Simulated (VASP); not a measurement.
**TaN: single point with PBEsol**

TaN:

```xyz
2
Lattice="2.9575 0.0000 0.0000 -1.4787 2.5612 0.0000 0.0000 0.0000 2.9021" Properties=species:S:1:pos:R:3 pbc="T T T"
Ta    0.0000    1.7075    1.4510
N     0.0000    0.0000    0.0000
```

This cell differs from its parent crystal: volume scaled by 1.02.

- Program: VASP 6.6.1
- Task: single point
- Functional: PBEsol
- Potentials or basis: VASP PAW PBE potentials, release 64 (Ta_pv, N)
- Cutoff: 520 eV
- k mesh: 12 × 12 × 10
- Occupations: fermi-dirac, width 0.02 eV
- Spin: no spin polarisation
- Dipole correction: no
- Further INCAR settings: ALGO = Normal; EDIFF = 1e-07; NBANDS = 15

The pressure is -10.7 GPa and the band gap on the k mesh is zero (band 8 reaches 8.27 eV, above the bottom of band 9 at 7.79 eV).

Stress tensor (GPa, compression positive):
```
-10.38   0.00   0.00
  0.00 -10.38   0.00
  0.00   0.00 -11.25
```

Levels at points of the mesh, in eV from the Fermi level:
```tsv
k point	band 5	band 6	band 7	band 8	band 9	band 10	band 11	band 12
(0.00, 0.00, 0.00)	-4.57	-4.57	-4.23	-2.98	1.97	3.41	3.41	3.77
(0.50, 0.00, 0.00)	-8.30	-5.20	-3.52	-3.23	2.81	3.83	5.00	5.06
(0.00, 0.00, 0.50)	-9.36	-3.77	-3.77	-0.20	-0.20	2.28	3.14	3.14
(0.50, 0.00, 0.50)	-7.33	-6.22	-5.68	-0.48	3.92	5.11	5.79	6.81
```

Wall time 11 s on 1 thread of Intel(R) Xeon(R) 6975P-C (Granite Rapids), on a shared host, peak memory 0.17 GiB.

Caveat: the PAW data sets were made with another functional, which shifts forces and pressure a little; spin-orbit coupling is left out, which moves the levels of the heavy elements.
